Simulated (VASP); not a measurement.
Input of a VASP 6.6.1 run:

INCAR

```
  PREC = Accurate
  ENCUT = 600
  EDIFF = 1E-6
  ISMEAR = 0
  SIGMA = 0.05
  LREAL = False
  LASPH = True
  NELM = 120
  ALGO = Normal
  ISIF = 2
  LWAVE = False
  LCHARG = False
  NBANDS = 9
  GGA_COMPAT = False
```

Contents of KPOINTS:

```
regular mesh
0
Gamma
  17 17 10
```

POSCAR

```
O
1.0
    1.7755910000      0.0000000000      0.0000000000
    0.0000000000      1.7755910000      0.0000000000
    0.0000000000      0.0000000000      3.0530510000
O
1
Direct
    0.0000000000      0.0000000000      0.0000000000
```

Potentials or basis: VASP PAW LDA potentials, release 64 (O).

Run with:

```console
$ cat potpaw_LDA.64/O/POTCAR > POTCAR
$ mpirun -np 1 vasp_std > vasp.out
```

Q: Predict the pressure.

A: -5.7 GPa.

Q: Predict the band gap on the k mesh.

A: Zero (bands 3 and 4 overlap by 5.45 eV).

Stress tensor (GPa, compression positive):
```
-7.88  0.00  0.00
 0.00 -7.88  0.00
 0.00  0.00 -1.42
```

Caveat: the cell stands under tension.
